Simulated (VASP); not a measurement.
# Y2CI2 (P-3m1) in VASP: notebook, part 2 of 2

VASP 6.6.1. Earlier steps stand in the parts before.

### 4 Single point, LDA

The input, INCAR:

```
  PREC = Accurate
  ENCUT = 520
  EDIFF = 1E-6
  ISMEAR = 0
  SIGMA = 0.01
  LREAL = F
  LASPH = T
  NELM = 100
  ALGO = Normal
  ISIF = 2
  LWAVE = F
  LCHARG = T
  LELF = T
  LVHAR = T
  NBANDS = 28
```

The input, KPOINTS:

```
Automatic mesh
0
Gamma
  6 6 2
```

The input, POSCAR:

```
Y2CI2
1.0
    3.8781929700      0.0000000000      0.0000000000
   -1.9390964900      3.3586136300      0.0000000000
    0.0000000000      0.0000000000     11.0694534200
Y C I
2 1 2
Direct
    0.3333333333      0.6666666667      0.1182833000
    0.6666666667      0.3333333333      0.8817167000
    0.0000000000      0.0000000000      0.0000000000
    0.3333333333      0.6666666667      0.6869902100
    0.6666666667      0.3333333333      0.3130097900
```

Potentials or basis: VASP PAW LDA potentials, release 64 (Y_sv, C, I).

Started as:

```
cat potpaw_LDA.64/Y_sv/POTCAR potpaw_LDA.64/C/POTCAR potpaw_LDA.64/I/POTCAR > POTCAR
mpirun -np 1 vasp_std > vasp.out
```

OUTCAR:

```text
PREC = Accurate
   ENCUT = 520
   EDIFF = 1E-6
   ISMEAR = 0
   LREAL = F
   LASPH = T
   NELM = 100
   ISIF = 2

 ion  position               nearest neighbor table
   1  0.333  0.667  0.118-   3 2.59   3 2.59   3 2.59   5 3.11   5 3.11   5 3.11   2 3.45   2 3.45
                             2 3.45
   2  0.667  0.333  0.882-   3 2.59   3 2.59   3 2.59   4 3.11   4 3.11   4 3.11   1 3.45   1 3.45
                             1 3.45
   3  0.000  0.000  0.000-   2 2.59   1 2.59   2 2.59   1 2.59   1 2.59   2 2.59
   4  0.333  0.667  0.687-   2 3.11   2 3.11   2 3.11
   5  0.667  0.333  0.313-   1 3.11   1 3.11   1 3.11

  LATTYP: Found a hexagonal cell.
 ALAT       =     3.8781929700
 C/A-ratio  =     2.8542812350

  Lattice vectors:

 A1 = (   3.8781929700,   0.0000000000,   0.0000000000)
 A2 = (  -1.9390964900,   3.3586136300,   0.0000000000)
 A3 = (   0.0000000000,   0.0000000000,  11.0694534200)

Analysis of symmetry for initial positions (statically):
=====================================================================
 Subroutine PRICEL returns:
 Original cell was already a primitive cell.

 Routine SETGRP: Setting up the symmetry group for a
 hexagonal supercell.

 Subroutine GETGRP returns: Found 12 space group operations
 (whereof 12 operations were pure point group operations)
 out of a pool of 24 trial point group operations.

The static configuration has the point symmetry D_3d.

Analysis of symmetry for dynamics (positions and initial velocities):
=====================================================================
 Subroutine PRICEL returns:
 Original cell was already a primitive cell.

 Routine SETGRP: Setting up the symmetry group for a
 hexagonal supercell.

 Subroutine GETGRP returns: Found 12 space group operations
[... 115 lines left out ...]
   IALGO  =     38    algorithm
   IMIX   =      4    mixing-type and parameters
     AMIX     =   0.40;   BMIX     =  1.00
     AMIX_MAG =   1.60;   BMIX_MAG =  1.00
  volume/ion in A,a.u.               =      28.84       194.60
  Fermi-wavevector in a.u.,A,eV,Ry     =   1.067717  2.017693 15.510917  1.140020
  Thomas-Fermi vector in A             =   2.203343
   LORBIT       =      0    0 simple, 1 ext, 2 COOP (PROOUT), +10 PAW based schemes
   GGA     = CA    functional components
   LHFCALC =     F    Hartree Fock is set to
   AEXX    =    0.0000 exact exchange contribution
   IVDW    =     0    specifies the selected vdW correction
   LEPSILON=     F    determine dielectric tensor
   LRPA    =     F    only Hartree local field effects (RPA)
 non-spin polarized calculation
 Gauss-broadening in eV      SIGMA  =   0.01
  energy-cutoff  :      520.00
  volume of cell :      144.18
 maximum number of plane-waves:      3897
 NGX is ok and might be reduce to    30
   NGX = 15   NGY = 15   NGZ = 41

 number of electron      39.9999997 magnetization

 Free energy of the ion-electron system (eV)
  ---------------------------------------------------
  ext. energy  EPLUGINS =         0.00000000
  ---------------------------------------------------
  free energy    TOTEN  =       -33.12608108 eV

  energy without entropy =      -33.12608108  energy(sigma->0) =      -33.12608108

 E-fermi :   3.3132     XC(G=0):  -9.3296

 val. band max:        3.2589939253   @ k =   0.0000   0.0000   0.0000
 cond. band min:       3.6919664410   @ k =   0.5000   0.0000   0.0000
 fundamental gap:      0.4329725157
 Fermi energy:         3.3131971514

 k-point     1 :       0.0000    0.0000    0.0000
  band No.  band energies     occupation
      1     -38.2925      2.00000
      2     -38.2373      2.00000
      3     -18.6789      2.00000
      4     -18.3255      2.00000
      5     -18.3255      2.00000
      6     -18.3041      2.00000
[... 423 lines left out ...]
     27       8.8075      0.00000
     28       8.8893      0.00000

------------------------ aborting loop because EDIFF is reached ----------------------------------------

  FORCE on cell =-STRESS in cart. coord.  units (eV):
  Direction    XX          YY          ZZ          XY          YZ          ZX
  --------------------------------------------------------------------------------------
  -------------------------------------------------------------------------------------
  Total       -3.6934881     -3.6934881     -3.1694890      0.0000000      0.0000000      0.0000000
  in kB      -41.0422965    -41.0422964    -35.2195814      0.0000001      0.0000000      0.0000000
  external PRESSURE =     -39.1013915 kB  Pullay stress =       0.0000000 kB

 VOLUME and BASIS-vectors are now :
 -----------------------------------------------------------------------------
  energy-cutoff  :      520.00
  volume of cell :      144.18
      direct lattice vectors                 reciprocal lattice vectors
     3.878192970  0.000000000  0.000000000     0.257852048  0.148870950  0.000000000
    -1.939096490  3.358613630  0.000000000     0.000000000  0.297741899  0.000000000
     0.000000000  0.000000000 11.069453420     0.000000000  0.000000000  0.090338697

 POSITION                                       TOTAL-FORCE (eV/Angst)
 -----------------------------------------------------------------------------------
     -0.00000      2.23908      1.30933        -0.000000      0.000000     -0.058490
      1.93910      1.11954      9.76012        -0.000000     -0.000000      0.058490
      0.00000      0.00000      0.00000         0.000000      0.000000      0.000000
     -0.00000      2.23908      7.60461         0.000000      0.000000      0.314360
      1.93910      1.11954      3.46485         0.000000     -0.000000     -0.314360
 -----------------------------------------------------------------------------------
    total drift:                                0.000000     -0.000000     -0.000000

  FREE ENERGIE OF THE ION-ELECTRON SYSTEM (eV)
  ---------------------------------------------------
  free  energy   TOTEN  =       -33.1260810820 eV

  energy  without entropy=      -33.1260810820  energy(sigma->0) =      -33.12608108
```

OSZICAR:

```text
N       E                     dE             d eps       ncg     rms          rms(c)
DAV:   1     0.215559465089E+03    0.21556E+03   -0.18781E+04   784   0.130E+03
DAV:   2    -0.168392009863E+02   -0.23240E+03   -0.22585E+03   952   0.288E+02
DAV:   3    -0.372385726869E+02   -0.20399E+02   -0.20053E+02  1260   0.639E+01
DAV:   4    -0.386400388526E+02   -0.14015E+01   -0.13978E+01  1300   0.153E+01
DAV:   5    -0.386799001534E+02   -0.39861E-01   -0.39853E-01  1144   0.246E+00    0.406E+01
DAV:   6    -0.333887139397E+02    0.52912E+01   -0.28807E+01   956   0.199E+01    0.355E+01
DAV:   7    -0.331850060944E+02    0.20371E+00   -0.34152E+00   956   0.698E+00    0.189E+01
DAV:   8    -0.331463128893E+02    0.38693E-01   -0.66209E-01  1184   0.327E+00    0.287E+00
DAV:   9    -0.331288821051E+02    0.17431E-01   -0.28265E-01  1048   0.141E+00    0.870E-01
DAV:  10    -0.331265433411E+02    0.23388E-02   -0.20474E-02  1172   0.527E-01    0.418E-01
DAV:  11    -0.331261377281E+02    0.40561E-03   -0.21762E-03  1116   0.286E-01    0.145E-01
DAV:  12    -0.331260852818E+02    0.52446E-04   -0.98974E-04  1216   0.110E-01    0.107E-01
DAV:  13    -0.331260815432E+02    0.37386E-05   -0.81129E-05  1096   0.358E-02    0.430E-02
DAV:  14    -0.331260806574E+02    0.88586E-06   -0.48756E-05   992   0.250E-02    0.131E-02
DAV:  15    -0.331260810820E+02   -0.42468E-06   -0.36052E-06   924   0.888E-03
   1 F= -.33126081E+02 E0= -.33126081E+02  d E =-.272608E-16
```

stdout:

```text
POSCAR found type information on POSCAR Y C I
 POSCAR found :  3 types and       5 ions
 scaLAPACK will be used
 LDA part: xc-table for (Slater(with rela. corr.)+CA(PZ))
 , standard interpolation
 POSCAR, INCAR and KPOINTS ok, starting setup
 FFT: planning ... GRIDC
 FFT: planning ... GRID_SOFT
 FFT: planning ... GRID
 WAVECAR not read
 entering main loop
```

Run time: 2.5 min. Hardware: 1 thread of AMD EPYC 7R13, shared host; peak memory 0.22 GiB.

What came out:

```yaml
Free_energy: -33.1261 eV
Pressure: -3.9 GPa
Largest_force: 0.314 eV/Å
Band_gap_on_the_k_mesh: 0.43 eV (least direct gap 0.81 eV)
```

Forces on the atoms (eV/Å):
```
Y    0.000  0.000 -0.058
Y    0.000  0.000  0.058
C    0.000  0.000  0.000
I    0.000  0.000  0.314
I    0.000  0.000 -0.314
```

Caveat: the cell stands under tension; semilocal functionals underestimate gaps, and a narrow one can read as zero; spin-orbit coupling is left out, which moves the levels of the heavy elements.
